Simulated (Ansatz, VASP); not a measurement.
**Fe in VASP and in Ansatz**

Contents of INCAR:

```
PREC     = Accurate       # precision mode
ENCUT    = 600            # plane-wave cutoff, eV
EDIFF    = 1E-6           # SCF threshold, eV
ISMEAR   = 0              # smearing method
SIGMA    = 0.1            # smearing width, eV
LREAL    = F              # projectors in reciprocal space
LASPH    = T              # aspherical terms in the spheres
NELM     = 150            # most SCF steps
ALGO     = Normal         # electronic algorithm
ISIF     = 3              # what is computed and relaxed
LWAVE    = F              # write WAVECAR
LCHARG   = F              # write CHGCAR
ISPIN    = 2              # spin polarisation
MAGMOM   = 2.45 2.45 2.54 2.54 2.54 2.54 2.54 2.54 # initial moments
LORBIT   = 11             # projections on sites
LMAXMIX  = 4              # l up to which the mixer works
GGA      = PS             # functional
IBRION   = 2              # ionic algorithm
NSW      = 90             # ionic steps
EDIFFG   = -0.04          # ionic threshold
```

File KPOINTS:

```
regular mesh
0
Gamma
  4 4 4
```

The input POSCAR:

```
Fe
1.0
    4.5651422198      0.0000000000      0.0000000000
    0.0000000000      4.5651422198      0.0000000000
    0.0000000000      0.0000000000      4.5651422198
Fe
8
Direct
    0.5000000000      0.5000000000      0.5000000000
    0.0000000000      0.0000000000      0.0000000000
    0.2500000000      0.0000000000      0.5000000000
    0.5000000000      0.2500000000      0.0000000000
    0.5000000000      0.7500000000      0.0000000000
    0.7500000000      0.0000000000      0.5000000000
    0.0000000000      0.5000000000      0.7500000000
    0.0000000000      0.5000000000      0.2500000000
```

Input for Ansatz:

```yaml
crystal:
  lattice:
    - [4.5651422198, 0.0, 0.0]
    - [0.0, 4.5651422198, 0.0]
    - [0.0, 0.0, 4.5651422198]
  atoms:
    - { symbol: Fe, position: [0.5, 0.5, 0.5], spin: 2.45 }
    - { symbol: Fe, position: [0.0, 0.0, 0.0], spin: 2.45 }
    - { symbol: Fe, position: [0.25, 0.0, 0.5], spin: 2.54 }
    - { symbol: Fe, position: [0.5, 0.25, 0.0], spin: 2.54 }
    - { symbol: Fe, position: [0.5, 0.75, 0.0], spin: 2.54 }
    - { symbol: Fe, position: [0.75, 0.0, 0.5], spin: 2.54 }
    - { symbol: Fe, position: [0.0, 0.5, 0.75], spin: 2.54 }
    - { symbol: Fe, position: [0.0, 0.5, 0.25], spin: 2.54 }
basis:
  ecutwfc: 420
kpoints:
  mp_grid: { grid: [4, 4, 4] }
hamiltonian:
  xc: pbesol
scf:
  occupations: { method: gaussian, width: 0.1 }
  lower_state_search: "off"
output:
  forces: true
  stress: true
  eigenvalues: true
  populations: true
magnetization:
  spin_polarized: true
relax:
  adjacent_minimum: "off"
  f_tol: 0.04
  max_steps: 70
  cell: { stress_tol: 0.4 }
```

Alike in both runs: task relaxation of cell and atoms; functional PBEsol; k mesh 4 × 4 × 4; occupations gaussian, width 0.1 eV; collinear spin.

|  | VASP | Ansatz |
| --- | --- | --- |
| version | VASP 6.6.1 | Ansatz 0.2.0 |
| potentials or method | VASP PAW PBE potentials, release 64 (Fe), cutoff 600 eV | scalar-relativistic, plane waves, PAW |
| valence electrons in the cell | 64 | 128 |

```tsv
	VASP	Ansatz	Ansatz less VASP
gap on the k mesh at the Fermi level, each at its own relaxed structure (eV)	none	none	-
net moment per atom (μB)	2.08	2.08	-0.004
size of the moment on the site where the two differ most (μB)	1.84	1.90	+0.053
relaxed volume (Å³/atom)	10.95	10.95	+0.006
relaxed cell length with the largest relative difference (Å)	4.441	4.441	+0.0008
```

VASP's potentials were made for PBE, not for PBEsol. Site moments also hang on the region over which each program counts them. A gap of «none» marks a metal or a gap that the smearing closes. VASP's potentials hold 64 valence electrons a cell and Ansatz's 128, so a difference there can come from the potentials and not from the codes.
